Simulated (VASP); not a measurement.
## In7O: single point with PBE

The system is In7O.

```
CELL_PARAMETERS angstrom
3.35002 0.00000 0.00000
-1.67501 2.90121 0.00000
0.00000 0.00000 20.29065
ATOMIC_POSITIONS crystal
In 0.33333 0.66667 0.07574
In 0.66667 0.33333 0.92426
In 0.66667 0.33333 0.63718
In 0.00000 0.00000 0.50000
In 0.33333 0.66667 0.36282
In 0.66667 0.33333 0.22103
In 0.33333 0.66667 0.77897
O 0.00000 0.00000 0.00000
```

```yaml
Program: VASP 6.6.1
Task: single point
Functional: PBE
Potentials_or_basis: VASP PAW PBE potentials, release 64 (In_d, O)
Cutoff: 600 eV
k_mesh: 12 × 12 × 2
Occupations: gaussian, width 0.1 eV
Spin: no spin polarisation
```

```json
{
 "Pressure": "0.0 GPa",
 "Largest force": "0.018 eV/Å"
}
```

Forces in eV/Å, atoms in the order of the input:
```
In   0.000  0.000  0.018
In   0.000  0.000 -0.018
In   0.000  0.000  0.000
In   0.000  0.000  0.000
In   0.000  0.000  0.000
In   0.000  0.000  0.000
In   0.000  0.000  0.000
O    0.000  0.000  0.000
```

Levels at points of the mesh, in eV from the Fermi level:
```tsv
k point	band 45	band 46	band 47	band 48	band 49	band 50	band 51	band 52
(0.00, 0.00, 0.00)	-2.94	-2.94	-1.24	-1.02	2.00	2.19	5.60	6.26
(0.50, 0.00, 0.00)	-2.96	-2.90	-1.84	-1.39	-1.36	-1.04	0.03	0.36
(0.00, 0.00, 0.50)	-2.94	-2.55	-2.45	0.41	0.42	3.72	4.14	7.90
(0.50, 0.00, 0.50)	-2.77	-2.38	-2.29	-1.93	-0.73	-0.59	-0.22	-0.18
```

Run time: 6.2 min on 1 thread of AMD EPYC 9R45 96-Core Processor (Zen 5), on a shared host, peak memory 0.56 GiB.

Caveat: spin-orbit coupling is left out, which moves the levels of the heavy elements; an odd number of electrons without spin polarisation forces a metal; a magnetic or distorted state may lie lower.
